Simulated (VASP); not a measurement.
Runs of VASP 6.6.1 on Au2Br. The structure is that of space group P6/mmm (No. 191), or close to it. The cells are those of the table. 

```tsv
task	cell	k mesh	cutoff (eV)	gap on the mesh (eV)	pressure (GPa)	relaxed volume (Å³/atom)
relaxation of cell and atoms	relaxed from a = 4.055, b = 4.055, c = 4.378 Å, angles 90.0, 90.0, 120.0°, 3 atoms	6 × 6 × 4	600	none	0.0	(b)
single point	a = 4.668, b = 4.668, c = 3.668 Å, angles 90.0, 90.0, 120.0°, 3 atoms	12 × 12 × 12	520	none	-0.1	-
single point	a = 4.055, b = 4.055, c = 4.378 Å, angles 90.0, 90.0, 120.0°, 3 atoms	6 × 6 × 4	520	none	31.7	-
relaxation of cell and atoms	relaxed from a = 4.650, b = 4.650, c = 3.709 Å, angles 90.0, 90.0, 120.0°, 3 atoms	6 × 6 × 6	600	none	-0.1	(a)
single point	a = 4.687, b = 4.687, c = 3.621 Å, angles 90.0, 90.0, 120.0°, 3 atoms	6 × 6 × 6	520	none	-0.3	-
single point	a = 4.650, b = 4.650, c = 3.709 Å, angles 90.0, 90.0, 120.0°, 3 atoms	6 × 6 × 4	520	none	0.0	-
relaxation of cell and atoms	relaxed from a = 4.687, b = 4.687, c = 3.621 Å, angles 90.0, 90.0, 120.0°, 3 atoms	12 × 12 × 12	600	none	0.0	23.04
```

Alike in all rows: level PBE; potentials or basis VASP PAW PBE potentials, release 64 (Au, Br); no spin polarisation; smearing gaussian 0.1 eV.

Estimate the missing entries.

(a) 22.89; (b) 23.16.

Caveats: some runs use coarse meshes; spin-orbit coupling is left out, which moves the levels of the heavy elements; an odd number of electrons without spin polarisation forces a metal; a magnetic or distorted state may lie lower.

A k mesh can miss the band edges, and the runs leave out spin-orbit coupling on Au, Br.

A gap of «none» marks levels without a gap at the run's occupations.
